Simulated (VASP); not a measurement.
# BP (F-43m) in VASP: single point with RPBE

Aim: the single point of BP with RPBE.

All numbers are computed with VASP 6.6.1; they aren't measurements. Logs are shortened: lines on timing, memory, paths and dates and some standing lists are left out, and cuts for length are marked.

### 1 The cell of the first run

Symmetry: F-43m, No. 216, cubic system. The conventional cell has a = 4.548 Å, b = 4.548 Å, c = 4.548 Å, α = 90.00°, β = 90.00°, γ = 90.00°. Within 2.6 Å of B (site symmetry -43m) lie 4 P at 1.97 Å. Within 2.6 Å of P (site symmetry -43m) lie 4 B at 1.97 Å.

### 2 Single point, RPBE

INCAR reads:

```
SYSTEM = BP
  ALGO = Normal
  EDIFF = 1E-6
  ENCUT = 520
  GGA = RP
  ISIF = 2
  ISMEAR = 0
  ISYM = 0
  LASPH = .TRUE.
  LCHARG = .FALSE.
  LREAL = .FALSE.
  LWAVE = .FALSE.
  NBANDS = 11
  NELM = 60
  PREC = Accurate
  SIGMA = 0.05
```

KPOINTS reads:

```
k-points
0
G
  15 15 15
  0 0 0
```

POSCAR reads:

```
BP
1.0
    0.0000000000      2.2742113017      2.2742113017
    2.2742113017      0.0000000000      2.2742113017
    2.2742113017      2.2742113017      0.0000000000
B P
1 1
Direct
    0.0000000000      0.0000000000      0.0000000000
    0.7500000000      0.7500000000      0.7500000000
```

Potentials or basis: VASP PAW PBE potentials, release 64 (B, P).

The run is started by

```sh
$ cat potpaw_PBE.64/B/POTCAR potpaw_PBE.64/P/POTCAR > POTCAR
$ mpirun -np 1 vasp_std > vasp.out
```

OUTCAR:

```text
SYSTEM = BP
   EDIFF = 1E-6
   ENCUT = 520
   GGA = RP
   ISIF = 2
   ISMEAR = 0
   ISYM = 0
   LASPH = .TRUE.
   LREAL = .FALSE.
   NELM = 60
   PREC = Accurate

 ion  position               nearest neighbor table
   1  0.000  0.000  0.000-   2 1.97   2 1.97   2 1.97   2 1.97
   2  0.750  0.750  0.750-   1 1.97   1 1.97   1 1.97   1 1.97

IMPORTANT INFORMATION: All symmetrisations will be switched off!
NOSYMM: (Re-)initialisation of all symmetry stuff for point group C_1.

----------------------------------------------------------------------------------------

                                     Primitive cell

  volume of cell :      23.5246

  direct lattice vectors                    reciprocal lattice vectors
     0.000000000  2.274211302  2.274211302    -0.219856440  0.219856440  0.219856440
     2.274211302  0.000000000  2.274211302     0.219856440 -0.219856440  0.219856440
     2.274211302  2.274211302  0.000000000     0.219856440  0.219856440 -0.219856440

  length of vectors
     3.216220467  3.216220467  3.216220467     0.380802524  0.380802524  0.380802524

  position of ions in fractional coordinates (direct lattice)
     0.000000000  0.000000000  0.000000000
     0.750000000  0.750000000  0.750000000

  ion indices of the primitive-cell ions
   primitive index   ion index
                 1           1
                 2           2

----------------------------------------------------------------------------------------

 KPOINTS: k-points

Automatic generation of k-mesh.
 Grid dimensions read from file:
 generate k-points for:   15   15   15

 Generating k-lattice:

  Cartesian coordinates                     Fractional coordinates (reciprocal lattice)
    -0.014657096  0.014657096  0.014657096     0.066666667  0.000000000  0.000000000
     0.014657096 -0.014657096  0.014657096     0.000000000  0.066666667  0.000000000
     0.014657096  0.014657096 -0.014657096     0.000000000  0.000000000  0.066666667

  Length of vectors
     0.025386835  0.025386835  0.025386835

  Shift w.r.t. Gamma in fractional coordinates (k-lattice)
     0.000000000  0.000000000  0.000000000

 Subroutine IBZKPT returns following result:
 ===========================================

 Found   1688 irreducible k-points:

 Following reciprocal coordinates:
            Coordinates               Weight
  0.000000  0.000000  0.000000      1.000000
  0.066667  0.000000  0.000000      2.000000
  0.000000  0.066667  0.000000      2.000000
  0.000000  0.000000  0.066667      2.000000
[... 42 lines left out ...]
   NSW    =      0    number of steps for IOM
   IBRION =     -1    ionic relax: 0-MD 1-quasi-New 2-CG
   NFREE  =      0    steps in history (QN), initial steepest desc. (CG)
   ISIF   =      2    stress and relaxation
   ISYM   =      0    0-nonsym 1-usesym 2-fastsym
   POTIM  = 0.5000    time-step for ionic-motion
   TEBEG  =    0.0;   TEEND  =   0.0 temperature during run
   PSTRESS=    0.0 pullay stress
   NELECT =       8.0000    total number of electrons
   NUPDOWN=      -1.0000    fix difference up-down
   EMIN   =  10.00;   EMAX   =-10.00  energy-range for DOS
   EFERMI =   0.00;   METHOD = LEGACY
   ISMEAR =     0;   SIGMA  =   0.05  broadening in eV -4-tet -1-fermi 0-gaus
   EFERMI_NEDOS =   21; number of points for ismear=-14 and -15
   IALGO  =     38    algorithm
   IMIX   =      4    mixing-type and parameters
     AMIX     =   0.40;   BMIX     =  1.00
     AMIX_MAG =   1.60;   BMIX_MAG =  1.00
  volume/ion in A,a.u.               =      11.76        79.38
  Fermi-wavevector in a.u.,A,eV,Ry     =   1.142696  2.159382 17.765862  1.305754
  Thomas-Fermi vector in A             =   2.279393
   LORBIT       =      0    0 simple, 1 ext, 2 COOP (PROOUT), +10 PAW based schemes
   GGA     = RP    functional components
   LHFCALC =     F    Hartree Fock is set to
   AEXX    =    0.0000 exact exchange contribution
   IVDW    =     0    specifies the selected vdW correction
   LEPSILON=     F    determine dielectric tensor
   LRPA    =     F    only Hartree local field effects (RPA)
 non-spin polarized calculation
 Gauss-broadening in eV      SIGMA  =   0.05
  energy-cutoff  :      520.00
  volume of cell :       23.52
 maximum number of plane-waves:       644
   NGX = 11   NGY = 11   NGZ = 11

 number of electron       8.0000000 magnetization

 Free energy of the ion-electron system (eV)
  ---------------------------------------------------
  ext. energy  EPLUGINS =         0.00000000
  ---------------------------------------------------
  free energy    TOTEN  =       -12.27259445 eV

  energy without entropy =      -12.27259445  energy(sigma->0) =      -12.27259445

 E-fermi :   7.7064     XC(G=0): -10.8045

 val. band max:        7.4395044877   @ k =   0.0000   0.0000   0.0000
 cond. band min:       8.7010698802   @ k =   0.0000   0.4000   0.4000
 fundamental gap:      1.2615653925
 Fermi energy:         7.7064075708

 k-point     1 :       0.0000    0.0000    0.0000
  band No.  band energies     occupation
      1      -7.9767      2.00000
      2       7.4395      2.00000
      3       7.4395      2.00000
      4       7.4395      2.00000
      5      10.8232      0.00000
      6      10.8232      0.00000
      7      10.8232      0.00000
      8      14.7500      0.00000
      9      19.0579      0.00000
     10      19.4603      0.00000
     11      19.4603      0.00000
[... 309 lines left out ...]
 k-point    24 :       0.0000    0.0000    0.4000
  band No.  band energies     occupation
      1      -5.3562      2.00000
      2      -0.5525      2.00000
      3       5.7914      2.00000
      4       5.7914      2.00000
      5      11.2351      0.00000
      6      12.2129      0.00000
      7      12.2129      0.00000
      8      17.6703      0.00000
      9      20.4854      0.00000
     10      20.4854      0.00000
     11      21.6028      0.00000

 [... further k-points ...]
[... 5 lines left out ...]
  --------------------------------------------------------------------------------------
  -------------------------------------------------------------------------------------
  Total        0.3446086      0.3446086      0.3446086     -0.0000006     -0.0000007     -0.0000006
  in kB       23.4700624     23.4700601     23.4700647     -0.0000379     -0.0000445     -0.0000402
  external PRESSURE =      23.4700624 kB  Pullay stress =       0.0000000 kB

 VOLUME and BASIS-vectors are now :
 -----------------------------------------------------------------------------
  energy-cutoff  :      520.00
  volume of cell :       23.52
      direct lattice vectors                 reciprocal lattice vectors
     0.000000000  2.274211302  2.274211302    -0.219856440  0.219856440  0.219856440
     2.274211302  0.000000000  2.274211302     0.219856440 -0.219856440  0.219856440
     2.274211302  2.274211302  0.000000000     0.219856440  0.219856440 -0.219856440

 POSITION                                       TOTAL-FORCE (eV/Angst)
 -----------------------------------------------------------------------------------
      0.00000      0.00000      0.00000         0.000000      0.000000      0.000000
      3.41132      3.41132      3.41132        -0.000000     -0.000000     -0.000000
 -----------------------------------------------------------------------------------
    total drift:                               -0.000000     -0.000000     -0.000000

  FREE ENERGIE OF THE ION-ELECTRON SYSTEM (eV)
  ---------------------------------------------------
  free  energy   TOTEN  =       -12.2725944491 eV

  energy  without entropy=      -12.2725944491  energy(sigma->0) =      -12.27259445
```

Wall time 4.4 min (1 thread of AMD EPYC 7R43 (Zen 3), shared host); peak memory 0.44 GiB.

Results:

* Free energy: -12.2726 eV
* Pressure: 2.3 GPa
* Band gap on the k mesh: 1.26 eV, indirect (least direct gap 3.38 eV)

Caveat: the PAW data sets were made with another functional, which shifts forces and pressure a little. A k mesh can miss the band edges.
